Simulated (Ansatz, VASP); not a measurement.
One calculation of TiAl, two programs

Contents of POSCAR:

```
TiAl
1.0
    3.1790640000     -0.0158953200      0.0000000000
   -0.0158953200      3.1790640000      0.0000000000
    0.0000000000      0.0000000000      3.1790640000
Ti Al
1 1
Direct
    0.0000000000      0.0000000000      0.0000000000
    0.5000000000      0.5000000000      0.5000000000
```

INCAR.step1

```
PREC = Accurate ; ENCUT = 520
ISMEAR = 0 ; SIGMA = 0.15
LREAL = False ; LASPH = True
NELM = 60 ; NBANDS = 14
GGA = PE ; ALGO = Normal
EDIFF = 1E-4 ; LWAVE = True
LCHARG = False
```

The input INCAR.step2:

```
PREC = Accurate ; ENCUT = 520
EDIFF = 1E-6 ; ISMEAR = 0
SIGMA = 0.15 ; LREAL = False
LASPH = True ; NELM = 60
ALGO = Normal ; ISIF = 2
LWAVE = False ; LCHARG = False
METAGGA = R2SCAN ; LMIXTAU = True
NBANDS = 14 ; ISTART = 1
```

The input KPOINTS:

```
Automatic mesh
0
Gamma
  16 16 16
```

Input for Ansatz:

```yaml
crystal:
  lattice:
    - [3.179064, -0.01589532, 0.0]
    - [-0.01589532, 3.179064, 0.0]
    - [0.0, 0.0, 3.179064]
  atoms:
    - { symbol: Ti, position: [0.0, 0.0, 0.0] }
    - { symbol: Al, position: [0.5, 0.5, 0.5] }
basis:
  ecutwfc: 500
kpoints:
  mp_grid: { grid: [16, 16, 16] }
hamiltonian:
  xc: r2scan
scf:
  occupations: { method: gaussian, width: 0.15 }
output:
  forces: true
  stress: true
  eigenvalues: true
```

Change from the starting cell: strain -0.0100 x Voigt [0, 0, 0, 0, 0, 1], atoms carried along.

Alike in both runs: task single point; functional r2SCAN; k mesh 16 × 16 × 16; occupations gaussian, width 0.15 eV; no spin polarisation.

```csv
,VASP,Ansatz
version,VASP 6.6.1,Ansatz 0.2.0
potentials or method,"VASP PAW PBE potentials, release 64 (Ti_sv, Al), cutoff 520 eV","scalar-relativistic, plane waves, PAW"
valence electrons in the cell,15,15
```

Ansatz gave:

```
gap on the k mesh at the Fermi level (eV)                     : none
pressure (GPa)                                                : -0.8
traceless stress, the component that is largest in VASP (GPa) : 0.77
```

Problem. Estimate VASP's values.

Solution. gap on the k mesh at the Fermi level (eV): none; pressure (GPa): -0.7; traceless stress, the component that is largest in VASP (GPa): 0.77.

VASP's potentials were made for PBE, not for r2SCAN. A gap of «none» marks a metal or a gap that the smearing closes. The functional is the same, so the differences come from potentials, cutoffs and numerics.
